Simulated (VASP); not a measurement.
# TiAl in VASP: further runs, part 2 of 2

VASP 6.6.1.

### Step 3. Single point, PBE (strained)

INCAR

```
  PREC = Accurate
  ENCUT = 520
  EDIFF = 1E-6
  ISMEAR = 0
  SIGMA = 0.1
  LREAL = F
  LASPH = T
  NELM = 100
  ALGO = Normal
  ISIF = 2
  LWAVE = F
  LCHARG = F
  GGA = PE
  NBANDS = 14
```

KPOINTS

```
Automatic mesh
0
Gamma
  18 18 10
```

POSCAR

```
TiAl
1.0
    2.8680077209      0.0000000000      0.0000000000
   -1.4340038604      2.4837675445      0.0000000000
    0.0000000000      0.0000000000      4.2582718316
Ti Al
1 1
Direct
    0.0000000000      0.0000000000      0.0000000000
    0.3333333300      0.6666666700      0.5000000000
```

Potentials or basis: VASP PAW PBE potentials, release 64 (Ti_sv, Al).

Launch:

```sh
$ cat potpaw_PBE.64/Ti_sv/POTCAR potpaw_PBE.64/Al/POTCAR > POTCAR
$ mpirun -np 1 vasp_std > vasp.out
```

Run time: 32 s. Hardware: 1 thread of Intel Xeon 6975P-C (Granite Rapids), shared host; peak memory 0.23 GiB.

The run converged. Its results:

* Free energy: -11.8874 eV
* Pressure: 14.3 GPa
* Band gap on the k mesh: zero (an odd number of electrons rules out a gap without spin polarisation)

Stress tensor (GPa, compression positive):
```
 9.41  0.00  0.00
 0.00  9.41  0.00
 0.00  0.00 24.11
```

Levels at points of the mesh, in eV from the Fermi level:
| k point | band 6 | band 7 | band 8 | band 9 | band 10 | band 11 |
| --- | --- | --- | --- | --- | --- | --- |
| (0.00, 0.00, 0.00) | -2.08 | -0.98 | 1.30 | 1.30 | 2.77 | 2.77 |
| (0.50, 0.00, 0.00) | -3.04 | -1.60 | -1.00 | 2.04 | 4.07 | 4.72 |
| (0.00, 0.00, 0.50) | -5.28 | 0.05 | 1.33 | 1.33 | 2.59 | 2.59 |
| (0.50, 0.00, 0.50) | -2.33 | -1.94 | 0.56 | 1.22 | 1.67 | 4.05 |

Caveat: the cell differs from its parent crystal (strained); the cell stands under pressure.

### Step 4. Single point, PBE (atoms moved at random and the cell strained at random)

INCAR

```
PREC = Accurate
ENCUT = 520
EDIFF = 1E-6
ISMEAR = 0
SIGMA = 0.1
LREAL = False
LASPH = True
NELM = 100
ALGO = Fast
ISIF = 2
LWAVE = False
LCHARG = True
GGA = PE
LELF = True
LVHAR = True
NBANDS = 14
```

KPOINTS

```
Automatic mesh
0
Gamma
  14 14 8
```

POSCAR

```
TiAl
1.0
    2.8154221315      0.0029246075      0.0261781042
   -1.4051782813      2.4730928584     -0.0351888373
    0.0427108978     -0.0416349387      4.6653586142
Ti Al
1 1
Direct
    0.0109882410      0.0065401541     -0.0025886672
    0.3223450890      0.6601265159      0.5025886672
```

Potentials or basis: VASP PAW PBE potentials, release 64 (Ti_sv, Al).

Launch:

```sh
$ cat potpaw_PBE.64/Ti_sv/POTCAR potpaw_PBE.64/Al/POTCAR > POTCAR
$ mpirun -np 1 vasp_std > vasp.out
```

OUTCAR:

```text
PREC = Accurate
   ENCUT = 520
   EDIFF = 1E-6
   ISMEAR = 0
   LREAL = False
   LASPH = True
   NELM = 100
   ISIF = 2
   GGA = PE

 ion  position               nearest neighbor table
   1  0.011  0.007  0.997-   2 2.78   2 2.83   2 2.84   2 2.87   2 2.89   2 2.89
   2  0.322  0.660  0.503-   1 2.78   1 2.83   1 2.84   1 2.87   1 2.89   1 2.89

  LATTYP: Found a triclinic cell.
 ALAT       =     2.8446357487
 B/A-ratio  =     1.0017026422
 C/A-ratio  =     1.6401888673
 COS(alpha) =     0.0063854691
 COS(beta)  =     0.0246491783
[... 592 lines left out ...]
      9      10.2377      0.00000
     10      10.7359      0.00000
     11      11.2229      0.00000
     12      12.2310      0.00000
     13      15.6840      0.00000
     14      17.5125      0.00000

 [... further k-points ...]
[... 5 lines left out ...]
  --------------------------------------------------------------------------------------
  -------------------------------------------------------------------------------------
  Total        0.7484193      0.6835387      0.2909213     -0.1512491      0.3094852     -0.2707868
  in kB       36.8979306     33.6992433     14.3427553     -7.4567564     15.2579731    -13.3501007
  external PRESSURE =      28.3133098 kB  Pullay stress =       0.0000000 kB

 VOLUME and BASIS-vectors are now :
 -----------------------------------------------------------------------------
  energy-cutoff  :      520.00
  volume of cell :       32.50
      direct lattice vectors                 reciprocal lattice vectors
     2.815422132  0.002924607  0.026178104     0.354990505  0.201680224 -0.001450053
    -1.405178281  2.473092858 -0.035188837    -0.000453393  0.404145748  0.003610858
     0.042710898 -0.041634939  4.665358614    -0.001995331  0.001916640  0.214381166

 POSITION                                       TOTAL-FORCE (eV/Angst)
 -----------------------------------------------------------------------------------
      0.06435     -0.02532      4.65334        -0.102861     -0.010088      0.185427
      0.00141      1.61257      2.32997         0.102861      0.010088     -0.185427
 -----------------------------------------------------------------------------------
    total drift:                               -0.000235      0.000134      0.000179

  FREE ENERGIE OF THE ION-ELECTRON SYSTEM (eV)
  ---------------------------------------------------
  free  energy   TOTEN  =       -12.0708135030 eV

  energy  without entropy=      -12.0586592699  energy(sigma->0) =      -12.06473639
```

OSZICAR:

```text
N       E                     dE             d eps       ncg     rms          rms(c)
DAV:   1     0.100750483660E+03    0.10075E+03   -0.70676E+03 22088   0.109E+03
DAV:   2    -0.751564520422E+01   -0.10827E+03   -0.10396E+03 22736   0.302E+02
DAV:   3    -0.133504276417E+02   -0.58348E+01   -0.56975E+01 33716   0.667E+01
[... 19 lines left out ...]
RMM:  23    -0.120708060702E+02   -0.38985E-05   -0.39605E-05 27087   0.250E-02    0.230E-03
RMM:  24    -0.120708092158E+02   -0.31456E-05   -0.31709E-05 28876   0.220E-02    0.756E-04
RMM:  25    -0.120708110918E+02   -0.18760E-05   -0.19063E-05 25995   0.172E-02    0.628E-04
RMM:  26    -0.120708125714E+02   -0.14796E-05   -0.15521E-05 25621   0.150E-02    0.460E-04
RMM:  27    -0.120708135030E+02   -0.93153E-06   -0.96893E-06 24537   0.130E-02
   1 F= -.12070814E+02 E0= -.12064736E+02  d E =-.121542E-01
```

Run time: 4.6 min. Hardware: 1 thread of Intel Xeon 6975P-C (Granite Rapids), shared host; peak memory 0.46 GiB.

What came out:

| Quantity | Value |
| --- | --- |
| Free energy | -12.0708 eV |
| Pressure | 2.8 GPa |
| Largest force | 0.212 eV/Å |
| Band gap on the k mesh | zero (an odd number of electrons rules out a gap without spin polarisation) |

Forces in eV/Å, atoms in the order of the input:
```
Ti  -0.103 -0.010  0.185
Al   0.103  0.010 -0.185
```

Levels at points of the mesh, in eV from the Fermi level:
```csv
k point,band 4,band 5,band 6,band 7,band 8,band 9,band 10,band 11,band 12,band 13
"(0.00, 0.00, 0.00)",-32.33,-9.08,-2.36,-1.92,1.22,1.41,2.84,2.90,3.91,12.94
"(0.50, 0.00, 0.00)",-32.49,-3.73,-2.80,-1.54,-1.03,2.14,4.07,4.12,4.19,5.49
"(0.00, 0.50, 0.00)",-32.47,-3.81,-2.91,-1.63,-1.05,2.24,4.06,4.09,4.17,5.39
"(0.50, 0.50, 0.00)",-32.50,-3.72,-2.75,-1.59,-1.03,2.14,4.07,4.12,4.23,5.60
"(0.00, 0.00, 0.50)",-32.33,-8.18,-5.35,-0.50,1.23,1.42,2.77,2.83,6.74,11.10
"(0.50, 0.00, 0.50)",-32.49,-3.68,-2.39,-1.90,0.65,0.98,1.95,2.94,4.10,6.72
"(0.00, 0.50, 0.50)",-32.47,-3.77,-2.54,-1.85,0.47,0.91,2.07,2.94,4.07,6.68
"(0.50, 0.50, 0.50)",-32.50,-3.67,-2.42,-1.86,0.64,0.96,1.94,3.01,4.10,6.78
```

Caveat: the cell differs from its parent crystal (atoms moved at random and the cell strained at random).

### Step 5. Overview

```tsv
cell	k mesh	gap on the mesh (eV)	pressure (GPa)
a = 2.800, b = 2.800, c = 4.428 Å, angles 90.0, 90.0, 120.0°, 2 atoms, atomic positions A	18 × 18 × 10	none	13.9
a = 2.868, b = 2.868, c = 4.258 Å, angles 90.0, 90.0, 120.0°, 2 atoms, atomic positions A	18 × 18 × 10	none	14.3
a = 2.816, b = 2.845, c = 4.666 Å, angles 91.4, 88.9, 119.5°, 2 atoms, atomic positions B	14 × 14 × 8	none	2.8
```

Alike in all rows: task single point; level PBE; potentials or basis VASP PAW PBE potentials, release 64 (Ti_sv, Al); no spin polarisation; cutoff (eV) 520; smearing gaussian 0.1 eV.

Caveats: the cell stands under pressure (at least some runs).

Total energies depend on the potentials used, so only differences within one code and one set of settings carry meaning.
